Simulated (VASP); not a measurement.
# Rb (P6_3/mmc) in VASP: notebook, part 2 of 2

VASP 6.6.1. The steps go on from the part before.

### 5 Single point, PBE

This run uses another cell than the first one, of 94.64 Å³/atom.

INCAR

```
PREC = Accurate
ENCUT = 520
EDIFF = 1E-6
ISMEAR = -1
SIGMA = 0.05
LREAL = False
LASPH = True
NELM = 100
ALGO = Normal
ISIF = 2
LWAVE = False
LCHARG = False
GGA = PE
NBANDS = 16
```

KPOINTS

```
Automatic mesh
0
Gamma
  6 6 3
```

POSCAR

```
Rb
1.0
    5.0882069760      0.0000000000      0.0000000000
   -2.5441034880      4.4065165009      0.0000000000
    0.0000000000      0.0000000000      8.4420579800
Rb
2
Direct
    0.6666666667      0.3333333333      0.7500000000
    0.3333333333      0.6666666667      0.2500000000
```

Run with:

```bash
> cat potpaw_PBE.64/Rb_sv/POTCAR > POTCAR
> mpirun -np 1 vasp_std > vasp.out
```

Wall time 52 s (1 thread of Intel Xeon Platinum 8259CL at 2.50GHz (Skylake/Cascade Lake), shared host); peak memory 0.3 GiB.

Results (log left out):

```yaml
Free_energy: -1.8606 eV
Pressure: -0.1 GPa
Band_gap_on_the_k_mesh: zero (bands 9 and 10 overlap by 1.74 eV)
```

Stress tensor (GPa, compression positive):
```
-0.03  0.00  0.00
 0.00 -0.03  0.00
 0.00  0.00 -0.14
```

Levels at points of the mesh, in eV from the Fermi level:
```csv
k point,band 5,band 6,band 7,band 8,band 9,band 10,band 11,band 12,band 13,band 14
"(0.00, 0.00, 0.00)",-12.96,-12.95,-12.95,-12.95,-1.91,0.11,0.60,3.46,3.48,3.48
"(0.50, 0.00, 0.00)",-12.99,-12.98,-12.97,-12.96,0.07,0.33,1.32,1.58,2.01,2.39
```

### 6 Single point, PBE

This run uses another cell than the first one, of 94.64 Å³/atom.

INCAR

```
SYSTEM = Rb
PREC = Accurate
ENCUT = 520
EDIFF = 1E-6
ISMEAR = -1
SIGMA = 0.05
LREAL = .FALSE.
LASPH = .TRUE.
NELM = 100
ALGO = Fast
ISIF = 2
LWAVE = .FALSE.
LCHARG = .TRUE.
GGA = PE
LELF = .TRUE.
LVHAR = .TRUE.
NBANDS = 16
```

KPOINTS

```
regular mesh
0
G
  6 6 3
  0 0 0
```

POSCAR is that of step 5.

Potentials or basis: VASP PAW PBE potentials, release 64 (Rb_sv).

Run with:

```bash
> cat potpaw_PBE.64/Rb_sv/POTCAR > POTCAR
> mpirun -np 1 vasp_std > vasp.out
```

OUTCAR:

```text
SYSTEM = Rb
   PREC = Accurate
   ENCUT = 520
   EDIFF = 1E-6
   ISMEAR = -1
   LREAL = .FALSE.
   LASPH = .TRUE.
   NELM = 100
   ISIF = 2
   GGA = PE

 ion  position               nearest neighbor table
   1  0.667  0.333  0.750-   2 5.14   2 5.14   2 5.14   2 5.14   2 5.14   2 5.14
   2  0.333  0.667  0.250-   1 5.14   1 5.14   1 5.14   1 5.14   1 5.14   1 5.14

  LATTYP: Found a hexagonal cell.
 ALAT       =     5.0882069760
 C/A-ratio  =     1.6591420160

  Lattice vectors:

 A1 = (   5.0882069760,   0.0000000000,   0.0000000000)
 A2 = (  -2.5441034880,   4.4065165009,   0.0000000000)
 A3 = (   0.0000000000,   0.0000000000,   8.4420579800)

Analysis of symmetry for initial positions (statically):
=====================================================================
 Subroutine PRICEL returns:
 Original cell was already a primitive cell.

 Routine SETGRP: Setting up the symmetry group for a
 hexagonal supercell.

 Subroutine GETGRP returns: Found 24 space group operations
 (whereof 12 operations were pure point group operations)
 out of a pool of 24 trial point group operations.

The static configuration has the point symmetry D_3d.
 The point group associated with its full space group is D_6h.
[... 151 lines left out ...]

 E-fermi :  -0.0882     XC(G=0):  -5.3721

 val. band max:       -0.2183163997   @ k =   0.1667   0.1667   0.3333
 cond. band min:      -0.0778426088   @ k =   0.3333   0.1667   0.3333
 fundamental gap:      0.1404737909
 Fermi energy:        -0.0882309267

 k-point     1 :       0.0000    0.0000    0.0000
  band No.  band energies     occupation
      1     -28.9922      2.00000
      2     -28.9893      2.00000
      3     -13.1174      2.00000
      4     -13.0497      2.00000
      5     -13.0497      2.00000
      6     -13.0393      2.00000
[... 243 lines left out ...]
      3     -13.1013      2.00000
      4     -13.1013      2.00000
      5     -13.0958      2.00000
      6     -13.0846      2.00000
[... 8 lines left out ...]
     15       3.1359      0.00000
     16       4.0655      0.00000

------------------------ aborting loop because EDIFF is reached ----------------------------------------

  FORCE on cell =-STRESS in cart. coord.  units (eV):
  Direction    XX          YY          ZZ          XY          YZ          ZX
  --------------------------------------------------------------------------------------
  -------------------------------------------------------------------------------------
  Total       -0.0453313     -0.0453313     -0.1736496      0.0000000      0.0000000      0.0000000
  in kB       -0.3837076     -0.3837076     -1.4698599      0.0000000      0.0000000      0.0000000
  external PRESSURE =      -0.7457584 kB  Pullay stress =       0.0000000 kB

 VOLUME and BASIS-vectors are now :
 -----------------------------------------------------------------------------
  energy-cutoff  :      520.00
  volume of cell :      189.28
      direct lattice vectors                 reciprocal lattice vectors
     5.088206976  0.000000000  0.000000000     0.196532886  0.113468314  0.000000000
    -2.544103488  4.406516501  0.000000000     0.000000000  0.226936629  0.000000000
     0.000000000  0.000000000  8.442057980     0.000000000  0.000000000  0.118454529

 POSITION                                       TOTAL-FORCE (eV/Angst)
 -----------------------------------------------------------------------------------
      2.54410      1.46884      6.33154         0.000000     -0.000000      0.000000
     -0.00000      2.93768      2.11051        -0.000000      0.000000      0.000000
 -----------------------------------------------------------------------------------
    total drift:                               -0.000000      0.000000     -0.000000

  FREE ENERGIE OF THE ION-ELECTRON SYSTEM (eV)
  ---------------------------------------------------
  free  energy   TOTEN  =        -1.8605686441 eV

  energy  without entropy=       -1.8340936286  energy(sigma->0) =       -1.84733114
```

stdout:

```text
POSCAR found type information on POSCAR Rb
 POSCAR found :  1 types and       2 ions
 scaLAPACK will be used
 LDA part: xc-table for (Slater+PW92), standard interpolation
 POSCAR, INCAR and KPOINTS ok, starting setup
 FFT: planning ... GRIDC
 FFT: planning ... GRID_SOFT
 FFT: planning ... GRID
 WAVECAR not read
 entering main loop
```

It took 56 s on 1 thread of Intel Xeon Platinum 8259CL at 2.50GHz (Skylake/Cascade Lake), shared host; peak memory 0.3 GiB.

What came out:

* Free energy: -1.8606 eV
* Pressure: -0.1 GPa
* Band gap on the k mesh: zero (bands 9 and 10 overlap by 1.74 eV)

Stress tensor (GPa, compression positive):
```
-0.04  0.00  0.00
 0.00 -0.04  0.00
 0.00  0.00 -0.15
```

### 7 The runs side by side

```csv
cell,gap on the mesh (eV),pressure (GPa)
"a = 4.984, b = 4.984, c = 8.270 Å, angles 90.0, 90.0, 120.0°, 2 atoms",none,0.1
"a = 5.019, b = 5.019, c = 8.328 Å, angles 90.0, 90.0, 120.0°, 2 atoms",none,0.0
"a = 5.054, b = 5.054, c = 8.385 Å, angles 90.0, 90.0, 120.0°, 2 atoms",none,0.0
"a = 5.088, b = 5.088, c = 8.442 Å, angles 90.0, 90.0, 120.0°, 2 atoms",none,-0.1
```

Alike in all rows: task single point; level PBE; potentials or basis VASP PAW PBE potentials, release 64 (Rb_sv); no spin polarisation; k mesh 6 × 6 × 3; cutoff (eV) 520; smearing fermi-dirac 0.05 eV.

Absolute energies hang on the potentials; compare differences alone.

The gap in the log of VASP goes by the Fermi energy; the results here count the filled bands.